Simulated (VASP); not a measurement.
Here is a VASP 6.6.1 calculation.

The input POSCAR:

```
PbSe
1.0
    0.0000000000      3.0888743757      3.0888743757
    3.0888743757      0.0000000000      3.0888743757
    3.0888743757      3.0888743757      0.0000000000
Pb Se
1 1
Direct
    0.0000000000      0.0000000000      0.0000000000
    0.5000000000      0.5000000000      0.5000000000
```

The input INCAR.step1:

```
PREC     = Accurate       # precision mode
ENCUT    = 520            # plane-wave cutoff, eV
ISMEAR   = 0              # smearing method
SIGMA    = 0.01           # smearing width, eV
LREAL    = F              # projectors in reciprocal space
LASPH    = T              # aspherical terms in the spheres
NELM     = 100            # most SCF steps
NBANDS   = 17             # bands
GGA      = PE             # functional
ALGO     = Normal         # electronic algorithm
EDIFF    = 1E-4           # SCF threshold, eV
LWAVE    = T              # write WAVECAR
LCHARG   = F              # write CHGCAR
```

File INCAR.step2:

```
PREC     = Accurate       # precision mode
ENCUT    = 520            # plane-wave cutoff, eV
EDIFF    = 1E-6           # SCF threshold, eV
ISMEAR   = 0              # smearing method
SIGMA    = 0.01           # smearing width, eV
LREAL    = F              # projectors in reciprocal space
LASPH    = T              # aspherical terms in the spheres
NELM     = 100            # most SCF steps
ALGO     = Normal         # electronic algorithm
ISIF     = 2              # what is computed and relaxed
LWAVE    = F              # write WAVECAR
LCHARG   = F              # write CHGCAR
METAGGA  = R2SCAN         # meta-GGA
LMIXTAU  = T            
NBANDS   = 17             # bands
ISTART   = 1
```

Contents of KPOINTS:

```
regular mesh
0
Gamma
  10 10 10
```

Potentials or basis: VASP PAW PBE potentials, release 64 (Pb_d, Se).

Run with:

```bash
$ cat potpaw_PBE.64/Pb_d/POTCAR potpaw_PBE.64/Se/POTCAR > POTCAR
$ cp INCAR.step1 INCAR
$ mpirun -np 1 vasp_std > vasp.out
$ cp INCAR.step2 INCAR
$ mpirun -np 1 vasp_std > vasp.out
```

Predict the band gap on the k mesh.

0.67 eV.

Estimate the pressure.

0.0 GPa.

Caveat: the PAW data sets were made with another functional, which shifts forces and pressure a little; spin-orbit coupling is left out, which moves the levels of the heavy elements. A k mesh can miss the band edges.
